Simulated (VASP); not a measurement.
# Ga2Te2O (P-3m1) in VASP: further runs, part 2 of 2

VASP 6.6.1. The steps go on from the part before.

**3. Relaxation of cell and atoms, PBE**

This run uses another cell than the first one, of 26.79 Å³/atom.

File INCAR:

```
SYSTEM = Ga2Te2O
PREC = Accurate
ENCUT = 600
EDIFF = 1E-7
ISMEAR = 0
SIGMA = 0.15
LREAL = .FALSE.
LASPH = .TRUE.
NELM = 60
ALGO = Normal
ISIF = 3
LWAVE = .FALSE.
LCHARG = .FALSE.
GGA = PE
IBRION = 2
NSW = 36
EDIFFG = -0.08
```

File KPOINTS:

```
regular mesh
0
G
  3 3 2
  0 0 0
```

File POSCAR:

```
Ga2Te2O
1.0
    4.1000000000      0.0000000000      0.0000000000
   -2.0500000000      3.5507041600      0.0000000000
    0.0000000000      0.0000000000      9.2000000000
Ga Te O
2 2 1
Direct
    0.0000000000      0.0000000000      0.1970000000
    0.0000000000      0.0000000000      0.8030000000
    0.6666666700      0.3333333300      0.6850000000
    0.3333333300      0.6666666700      0.3150000000
    0.0000000000      0.0000000000      0.0000000000
```

Potentials or basis: VASP PAW PBE potentials, release 64 (Ga_d, Te, O).

Command:

```bash
> cat potpaw_PBE.64/Ga_d/POTCAR potpaw_PBE.64/Te/POTCAR potpaw_PBE.64/O/POTCAR > POTCAR
> mpirun -np 1 vasp_std > vasp.out
```

Wall time 3 min (1 thread of AMD EPYC 7R43 (Zen 3), shared host); peak memory 0.3 GiB.

Results (log left out):

- Free energy: -20.2234 eV
- Relaxed volume: 28.99 Å³/atom
- Relaxed cell: a = 4.248 Å, b = 4.248 Å, c = 9.274 Å, α = 90.00°, β = 90.00°, γ = 120.00°
- Space group after relaxing (to 0.1 Å): P-3m1 (No. 164)
- Energy gained by relaxing: 51.3 meV/atom
- Ionic steps: 6
- Pressure after relaxing: 0.0 GPa
- Largest force after relaxing: 0.059 eV/Å
- Band gap on the k mesh: 1.02 eV

Forces on the atoms (eV/Å):
```
Ga   0.000  0.000 -0.026
Ga   0.000  0.000  0.026
Te   0.000  0.000  0.059
Te   0.000  0.000 -0.059
O    0.000  0.000  0.000
```

Stress tensor (GPa, compression positive):
```
-0.06  0.00  0.00
 0.00 -0.06  0.00
 0.00  0.00  0.11
```

Step by step:
```
step  energy change (eV)  largest force (eV/Å)  pressure (GPa)  volume (Å³)
   1              0.0000                1.6351            3.58       133.93
   2             -0.1767                1.4882            0.85       145.75
   3             -0.2395                0.3363            1.39       141.60
   4             -0.2401                0.4890           -1.10       147.38
   5             -0.2560                0.1028            0.07       144.46
   6             -0.2566                0.0589            0.00       144.93
```

Final structure:
```cif
data_structure
_symmetry_space_group_name_H-M 'P 1'
_symmetry_Int_Tables_number 1
_cell_length_a 4.2480
_cell_length_b 4.2480
_cell_length_c 9.2736
_cell_angle_alpha 90.000
_cell_angle_beta 90.000
_cell_angle_gamma 120.000
_cell_volume 144.93
loop_
_atom_site_label
_atom_site_type_symbol
_atom_site_fract_x
_atom_site_fract_y
_atom_site_fract_z
_atom_site_occupancy
Ga1 Ga 0.00000 0.00000 0.19147 1
Ga2 Ga 0.00000 0.00000 0.80853 1
Te1 Te 0.66667 0.33333 0.68207 1
Te2 Te 0.33333 0.66667 0.31793 1
O1 O 0.00000 0.00000 0.00000 1
```

Levels at points of the mesh, in eV from the valence-band top:
| k point | band 19 | band 20 | band 21 | band 22 | band 23 | band 24 | band 25 | band 26 |
| --- | --- | --- | --- | --- | --- | --- | --- | --- |
| (0.00, 0.00, 0.00) | -0.40 | -0.40 | 0.00 | 0.00 | 1.02 | 1.97 | 4.31 | 4.31 |
| (0.00, 0.00, 0.50) | -0.28 | -0.28 | -0.13 | -0.13 | 1.46 | 1.82 | 4.52 | 4.52 |

Caveat: the k points lie up to 0.57 Å⁻¹ apart in the final cell; spin-orbit coupling is left out, which moves the levels of the heavy elements; an odd mesh through Γ misses points on the zone boundary, where band edges can lie; this functional lacks dispersion, which binds the layers, so the pressure and a relaxed spacing across them are unreliable; the relaxation stopped at a loose force limit of 0.08 eV/Å, so its end isn't a converged minimum.

**4. Single point, PBE**

This run uses another cell than the first one, of 30.40 Å³/atom.

File INCAR:

```
SYSTEM = Ga2Te2O
PREC = Accurate
ENCUT = 520
EDIFF = 1E-6
ISMEAR = 0
SIGMA = 0.02
LREAL = .False.
LASPH = .True.
NELM = 80
ALGO = Normal
ISIF = 2
LWAVE = .False.
LCHARG = .True.
GGA = PE
LELF = .True.
LVHAR = .True.
NBANDS = 30
```

File KPOINTS:

```
regular mesh
0
Gamma
  6 6 4
  0 0 0
```

File POSCAR:

```
Ga2Te2O
1.0
    4.1704643764      0.0000000000      0.0000000000
   -2.0852321882      3.6117280955      0.0000000000
    0.0000000000      0.0000000000     10.0916421775
Ga Te O
2 2 1
Direct
    0.0000000000      0.0000000000      0.1756149064
    0.0000000000      0.0000000000      0.8243850936
    0.6666666667      0.3333333333      0.7050456761
    0.3333333333      0.6666666667      0.2949543239
    0.0000000000      0.0000000000      0.0000000000
```

Command:

```bash
> cat potpaw_PBE.64/Ga_d/POTCAR potpaw_PBE.64/Te/POTCAR potpaw_PBE.64/O/POTCAR > POTCAR
> mpirun -np 1 vasp_std > vasp.out
```

Run time: 2.3 min. Hardware: 1 thread of AMD EPYC 7R43 (Zen 3), shared host; peak memory 0.3 GiB.

It converged, with:

```yaml
Free_energy: -20.6829 eV
Pressure: 0.1 GPa
Largest_force: 0.019 eV/Å
Band_gap_on_the_k_mesh: 1.34 eV
```

Forces in eV/Å, atoms in the order of the input:
```
Ga   0.000  0.000 -0.011
Ga   0.000  0.000  0.011
Te   0.000  0.000 -0.019
Te   0.000  0.000  0.019
O    0.000  0.000  0.000
```

Levels at points of the mesh, in eV from the valence-band top:
| k point | band 20 | band 21 | band 22 | band 23 | band 24 | band 25 |
| --- | --- | --- | --- | --- | --- | --- |
| (0.00, 0.00, 0.00) | -0.29 | 0.00 | 0.00 | 1.34 | 2.05 | 4.09 |
| (0.50, 0.00, 0.00) | -1.35 | -0.72 | -0.60 | 1.78 | 2.22 | 3.27 |
| (0.00, 0.00, 0.50) | -0.26 | -0.03 | -0.03 | 1.76 | 1.84 | 4.53 |
| (0.50, 0.00, 0.50) | -1.45 | -0.67 | -0.47 | 1.51 | 2.38 | 3.70 |

Caveat: spin-orbit coupling is left out, which moves the levels of the heavy elements; this functional lacks dispersion, which binds the layers, so the pressure and a relaxed spacing across them are unreliable.

**5. Single point, PBE**

This run uses another cell than the first one: it holds 10 atoms, not 5.

File INCAR:

```
PREC = Accurate
ENCUT = 520
EDIFF = 1E-6
ISMEAR = 0
SIGMA = 0.1
LREAL = False
LASPH = True
NELM = 100
ALGO = Normal
ISIF = 2
LWAVE = False
LCHARG = False
GGA = PE
NBANDS = 55
```

File KPOINTS:

```
regular mesh
0
Gamma
  4 2 2
```

File POSCAR:

```
Ga2Te2O
1.0
    4.1704643764      0.0000000000      0.0000000000
    0.0000000000      7.2234561910      0.0000000000
    0.0000000000      0.0000000000     10.0916421775
Ga Te O
4 4 2
Direct
    0.5000000000      0.5000000000      0.1756149064
    0.0000000000      1.0000000000      0.1756149064
    0.0000000000      0.0000000000      0.8243850936
    0.5000000000      0.5000000000      0.8243850936
    0.5000000000      0.1666666667      0.7050456761
    0.0000000000      0.6666666667      0.7050456761
    1.0000000000      0.3333333333      0.2949543239
    0.5000000000      0.8333333333      0.2949543239
    1.0000000000      0.0000000000      0.0000000000
    0.5000000000      0.5000000000      0.0000000000
```

Command:

```bash
> cat potpaw_PBE.64/Ga_d/POTCAR potpaw_PBE.64/Te/POTCAR potpaw_PBE.64/O/POTCAR > POTCAR
> mpirun -np 1 vasp_std > vasp.out
```

It took 2.1 min on 1 thread of Intel Xeon 6975P-C (Granite Rapids), shared host; peak memory 0.46 GiB.

The run converged. Its results:

```
Free energy            : -41.2538 eV
Pressure               : 0.1 GPa
Largest force          : 0.036 eV/Å
Band gap on the k mesh : 1.34 eV
```

Forces on the atoms (eV/Å):
```
Ga   0.000  0.027 -0.017
Ga   0.000  0.027 -0.017
Ga   0.000 -0.027  0.017
Ga   0.000 -0.027  0.017
Te   0.000  0.025 -0.026
Te   0.000  0.025 -0.026
Te   0.000 -0.025  0.026
Te   0.000 -0.025  0.026
O    0.000  0.000  0.000
O    0.000  0.000  0.000
```

Stress tensor (GPa, compression positive):
```
 0.38  0.00  0.00
 0.00 -0.15 -0.05
 0.00 -0.05  0.09
```

Levels at points of the mesh, in eV from the valence-band top:
| k point | band 40 | band 41 | band 42 | band 43 | band 44 | band 45 | band 46 | band 47 | band 48 | band 49 |
| --- | --- | --- | --- | --- | --- | --- | --- | --- | --- | --- |
| (0.00, 0.00, 0.00) | -0.61 | -0.29 | -0.29 | 0.00 | 0.00 | 1.34 | 1.78 | 2.04 | 2.21 | 3.27 |
| (0.50, 0.00, 0.00) | -1.69 | -0.72 | -0.72 | -0.63 | -0.63 | 2.59 | 2.59 | 3.92 | 3.92 | 4.74 |
| (0.00, 0.50, 0.00) | -0.94 | -0.86 | -0.86 | -0.46 | -0.46 | 2.36 | 2.36 | 2.78 | 2.78 | 4.24 |
| (0.50, 0.50, 0.00) | -1.36 | -0.73 | -0.73 | -0.61 | -0.61 | 1.78 | 1.78 | 2.22 | 2.22 | 3.27 |
| (0.00, 0.00, 0.50) | -0.47 | -0.27 | -0.26 | -0.03 | -0.03 | 1.51 | 1.76 | 1.84 | 2.38 | 3.70 |
| (0.50, 0.00, 0.50) | -1.65 | -1.01 | -1.01 | -0.55 | -0.55 | 2.77 | 2.77 | 3.65 | 3.65 | 4.75 |
| (0.00, 0.50, 0.50) | -0.98 | -0.81 | -0.81 | -0.42 | -0.42 | 2.32 | 2.32 | 2.81 | 2.81 | 4.20 |
| (0.50, 0.50, 0.50) | -1.46 | -0.67 | -0.67 | -0.47 | -0.47 | 1.51 | 1.51 | 2.38 | 2.38 | 3.70 |

Caveat: the k points lie up to 0.43 Å⁻¹ apart; spin-orbit coupling is left out, which moves the levels of the heavy elements; this functional lacks dispersion, which binds the layers, so the pressure and a relaxed spacing across them are unreliable.

**6. Summary**

| task | cell | k mesh | cutoff (eV) | smearing | gap on the mesh (eV) | pressure (GPa) | largest force (eV/Å) |
| --- | --- | --- | --- | --- | --- | --- | --- |
| single point | a = 4.229, b = 4.229, c = 9.571 Å, angles 90.0, 90.0, 120.0°, 5 atoms, atomic positions A | 3 × 3 × 2 | 520 | gaussian 0.15 eV | 1.12 | 0.3 | 0.03 |
| relaxation of cell and atoms | relaxed from a = 4.100, b = 4.100, c = 9.200 Å, angles 90.0, 90.0, 120.0°, 5 atoms, atomic positions B | 3 × 3 × 2 | 600 | gaussian 0.15 eV | 1.02 | 0.0 | 0.06 |
| single point | a = 4.170, b = 4.170, c = 10.092 Å, angles 90.0, 90.0, 120.0°, 5 atoms, atomic positions C | 6 × 6 × 4 | 520 | gaussian 0.02 eV | 1.34 | 0.1 | 0.02 |
| single point | a = 4.170, b = 7.223, c = 10.092 Å, 10 atoms, atomic positions D | 4 × 2 × 2 | 520 | gaussian 0.1 eV | 1.34 | 0.1 | 0.04 |

Alike in all rows: level PBE; potentials or basis VASP PAW PBE potentials, release 64 (Ga_d, Te, O); no spin polarisation.

Caveats: some runs use coarse meshes; spin-orbit coupling is left out, which moves the levels of the heavy elements; this functional lacks dispersion, which binds the layers, so the pressure and a relaxed spacing across them are unreliable; an odd mesh through Γ misses points on the zone boundary, where band edges can lie (at least some runs); the relaxation stopped at a loose force limit of 0.08 eV/Å, so its end isn't a converged minimum (at least some runs).

Total energies depend on the potentials used, so only differences within one code and one set of settings carry meaning.
